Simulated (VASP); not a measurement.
YbSe, 2 atoms in the cell. Symmetry: Fm-3m, No. 225, cubic system. The conventional cell has a = 5.730 Å, b = 5.730 Å, c = 5.730 Å, α = 90.00°, β = 90.00°, γ = 90.00°. Yb (site symmetry m-3m) has 6 Se at 2.87 Å within 3.8 Å. Se (site symmetry m-3m) has 6 Yb at 2.87 Å within 3.8 Å. 

| Quantity | Value |
| --- | --- |
| Program | VASP 6.6.1 |
| Task | single point |
| Functional | PBEsol |
| Potentials or basis | VASP PAW PBE potentials, release 64 (Yb, Se) |
| Cutoff | 520 eV |
| k mesh | 10 × 10 × 10 |
| Occupations | fermi-dirac, width 0.05 eV |
| Spin | no spin polarisation |
| Dipole correction | no |
| Further INCAR settings | ALGO = Normal; EDIFF = 1e-06; NBANDS = 22 |

Potentials or basis: VASP PAW PBE potentials, release 64 (Yb, Se).

The run is started by

```bash
$ cat potpaw_PBE.64/Yb/POTCAR potpaw_PBE.64/Se/POTCAR > POTCAR
$ mpirun -np 1 vasp_std > vasp.out
```

Hardware: 1 thread of Intel(R) Xeon(R) Platinum 8375C CPU @ 2.90GHz (Ice Lake), on a shared host.

Task: How long does it take, and how much memory?

Result: Wall time 90 s on 1 thread of Intel(R) Xeon(R) Platinum 8375C CPU @ 2.90GHz (Ice Lake), on a shared host, peak memory 0.21 GiB. Counts: scf iterations 23, k points 47.
